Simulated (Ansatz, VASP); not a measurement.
**One calculation of EuRe, two programs**

Contents of POSCAR:

```
EuRe
1.0
    3.5664325475      0.0000000000      0.0000000000
    0.0000000000      3.5664325475      0.0000000000
    0.0000000000      0.0000000000      3.5664325475
Eu Re
1 1
Direct
    0.0000000000      0.0000000000      0.0000000000
    0.5000000000      0.5000000000      0.5000000000
```

File INCAR.step1:

```
SYSTEM = EuRe
PREC = Accurate
ENCUT = 520
ISMEAR = 0
SIGMA = 0.05
LREAL = .False.
LASPH = .True.
NELM = 150
ISPIN = 2
MAGMOM = 7.15 0
LMAXMIX = 6
NBANDS = 23
GGA = PE
ALGO = Normal
EDIFF = 1E-4
LWAVE = .True.
LCHARG = .False.
```

The input INCAR.step2:

```
SYSTEM = EuRe
PREC = Accurate
ENCUT = 520
EDIFF = 1E-7
ISMEAR = 0
SIGMA = 0.05
LREAL = .False.
LASPH = .True.
NELM = 150
ALGO = Normal
ISIF = 2
LWAVE = .False.
LCHARG = .False.
ISPIN = 2
MAGMOM = 7.15 0
LORBIT = 11
LMAXMIX = 6
METAGGA = R2SCAN
LMIXTAU = .True.
NBANDS = 23
ISTART = 1
```

File KPOINTS:

```
regular mesh
0
Gamma
  10 10 10
  0 0 0
```

Input for Ansatz:

```yaml
crystal:
  lattice:
    - [3.5664325475, 0.0, 0.0]
    - [0.0, 3.5664325475, 0.0]
    - [0.0, 0.0, 3.5664325475]
  atoms:
    - { symbol: Eu, position: [0.0, 0.0, 0.0], spin: 7.15 }
    - { symbol: Re, position: [0.5, 0.5, 0.5] }
basis:
  ecutwfc: 500
  ecutrho_ratio: 4
kpoints:
  mp_grid: { grid: [10, 10, 10] }
hamiltonian:
  xc: r2scan
scf:
  occupations: { method: gaussian, width: 0.05 }
output:
  forces: true
  stress: true
  eigenvalues: true
  populations: true
magnetization:
  spin_polarized: true
```

Alike in both runs: task single point; functional r2SCAN; k mesh 10 × 10 × 10; occupations gaussian, width 0.05 eV; collinear spin.

|  | VASP | Ansatz |
| --- | --- | --- |
| version | VASP 6.6.1 | Ansatz 0.2.0 |
| potentials or method | VASP PAW PBE potentials, release 64 (Eu, Re), cutoff 520 eV | scalar-relativistic, plane waves, PAW |
| valence electrons in the cell | 24 | 32 |

|  | VASP | Ansatz | Ansatz less VASP |
| --- | --- | --- | --- |
| gap on the k mesh at the Fermi level (eV) | none | none | - |
| pressure (GPa) | -5.2 | -5.0 | +0.20 |
| net moment per atom (μB) | 2.46 | 2.46 | +0.005 |
| size of the moment on the site where the two differ most (μB) | 6.28 | 6.52 | +0.240 |

VASP's potentials were made for PBE, not for r2SCAN. Site moments also hang on the region over which each program counts them. A gap of «none» marks a metal or a gap that the smearing closes. VASP's potentials hold 24 valence electrons a cell and Ansatz's 32, so a difference there can come from the potentials and not from the codes. Ansatz's warnings: given moment on shells, stability check not made.

Neither program's run includes spin-orbit coupling.
